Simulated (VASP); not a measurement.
Set up this calculation in VASP 6.6.1, as the native input.

```
Task                   : single point
Functional             : LDA
Potentials or basis    : VASP PAW LDA potentials, release 64 (Si)
Cutoff                 : 520 eV
k mesh                 : 12 × 12 × 12
Occupations            : gaussian, width 0.05 eV
Spin                   : no spin polarisation
Dipole correction      : no
Further INCAR settings : ALGO = Normal; EDIFF = 1e-06; NBANDS = 11
```

The structure of Si lies in POSCAR:

```
Si
1.0
    0.0000000000      2.7337252599      2.6361312681
    2.7337252599      0.0000000000      2.6361312681
    2.7337252599      2.7337252599      0.0000000000
Si
2
Direct
    0.5000000000      0.5000000000      0.5000000000
    0.7500000000      0.7500000000      0.7500000000
```

This cell differs from its parent crystal: volume 19.700 Å^3 an atom, c/a of the conventional cell 0.9643.

These files were run (other wordings do the same):

INCAR

```
  PREC = Accurate
  ENCUT = 520
  EDIFF = 1E-6
  ISMEAR = 0
  SIGMA = 0.05
  LREAL = F
  LASPH = T
  NELM = 80
  ALGO = Normal
  ISIF = 2
  LWAVE = F
  LCHARG = F
  GGA = CA
  NBANDS = 11
```

KPOINTS

```
regular mesh
0
Gamma
  12 12 12
```

Potentials or basis: VASP PAW LDA potentials, release 64 (Si).

Run with:

```console
$ cat potpaw_LDA.64/Si/POTCAR > POTCAR
$ mpirun -np 1 vasp_std > vasp.out
```

It gave:

```yaml
Pressure: 0.0 GPa
Band_gap_on_the_k_mesh: 0.06 eV, indirect (least direct gap 2.29 eV)
```

It took 20 s on 1 thread of Intel(R) Xeon(R) 6975P-C (Granite Rapids), with other jobs on the host, peak memory 0.17 GiB.
